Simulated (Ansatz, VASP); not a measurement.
## Two plane-wave programs on CoSi2

```
Co Si
1.0
     0.00000    2.45552    3.19218
     2.45552    0.00000    3.19218
     2.45552    2.45552    0.00000
Co Si
1 2
Direct
  0.00000 0.00000 0.00000
  0.25000 0.25000 0.25000
  0.75000 0.75000 0.75000
```

Alike in both runs: task single point; functional PBE; k mesh 18 × 18 × 18; occupations gaussian, width 0.15 eV; no spin polarisation.

|  | VASP | Ansatz |
| --- | --- | --- |
| version | VASP 6.6.1 | Ansatz 0.2.0 |
| potentials or method | VASP PAW PBE potentials, release 64 (Co, Si), cutoff 520 eV | scalar-relativistic, plane waves, PAW |
| valence electrons in the cell | 17 | 25 |

|  | VASP | Ansatz | Ansatz less VASP |
| --- | --- | --- | --- |
| gap on the k mesh at the Fermi level (eV) | none | none | - |
| pressure (GPa) | 3.2 | 3.3 | +0.14 |
| traceless stress, the component that is largest in VASP (GPa) | -15.19 | -15.35 | -0.161 |

A gap of «none» marks a metal or a gap that the smearing closes. VASP's potentials hold 17 valence electrons a cell and Ansatz's 25, so a difference there can come from the potentials and not from the codes.
